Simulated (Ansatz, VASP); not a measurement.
Two plane-wave programs on InSb

The input INCAR:

```
PREC     = Accurate       # precision mode
ENCUT    = 520            # plane-wave cutoff, eV
EDIFF    = 1E-6           # SCF threshold, eV
ISMEAR   = 0              # smearing method
SIGMA    = 0.1            # smearing width, eV
LREAL    = F              # projectors in reciprocal space
LASPH    = T              # aspherical terms in the spheres
NELM     = 150            # most SCF steps
ALGO     = Normal         # electronic algorithm
ISIF     = 2              # what is computed and relaxed
LWAVE    = F              # write WAVECAR
LCHARG   = F              # write CHGCAR
ISPIN    = 2              # spin polarisation
MAGMOM   = 0 0            # initial moments
LORBIT   = 11             # projections on sites
GGA      = PE             # functional
NBANDS   = 20             # bands
```

Contents of KPOINTS:

```
regular mesh
0
Gamma
  4 4 4
```

The input POSCAR:

```
InSb
1.0
    0.0000000000      3.3166107078      3.3166107078
    3.3166107078      0.0000000000      3.3166107078
    3.3166107078      3.3166107078      0.0000000000
In Sb
1 1
Direct
    0.0000000000      0.0000000000      0.0000000000
    0.2500000000      0.2500000000      0.2500000000
```

Input for Ansatz:

```yaml
crystal:
  lattice:
    - [0.0, 3.3166107078, 3.3166107078]
    - [3.3166107078, 0.0, 3.3166107078]
    - [3.3166107078, 3.3166107078, 0.0]
  atoms:
    - { symbol: In, position: [0.0, 0.0, 0.0] }
    - { symbol: Sb, position: [0.25, 0.25, 0.25] }
basis:
  ecutwfc: 420
kpoints:
  mp_grid: { grid: [4, 4, 4] }
hamiltonian:
  xc: pbe
scf:
  occupations: { method: gaussian, width: 0.1 }
output:
  forces: true
  stress: true
  eigenvalues: true
accuracy: high
magnetization:
  spin_polarized: true
```

Alike in both runs: task single point; functional PBE; k mesh 4 × 4 × 4; occupations gaussian, width 0.1 eV; collinear spin.

|  | VASP | Ansatz |
| --- | --- | --- |
| version | VASP 6.6.1 | Ansatz 0.2.0 |
| potentials or method | VASP PAW PBE potentials, release 64 (In_d, Sb), cutoff 520 eV | scalar-relativistic, plane waves, PAW |
| valence electrons in the cell | 18 | 28 |

```csv
,VASP,Ansatz,Ansatz less VASP
gap on the k mesh at the Fermi level (eV),none,none,-
pressure (GPa),0.4,0.5,+0.02
net moment per atom (μB),0.00,0.00,0.000
```

A gap of «none» marks a metal or a gap that the smearing closes. The functional is the same, so the differences come from potentials, cutoffs and numerics. VASP's potentials hold 18 valence electrons a cell and Ansatz's 28, so a difference there can come from the potentials and not from the codes. Ansatz's warnings: no starting moments.

The k mesh is coarse, so the values compare programs but aren't converged. Spin-orbit coupling is off throughout.
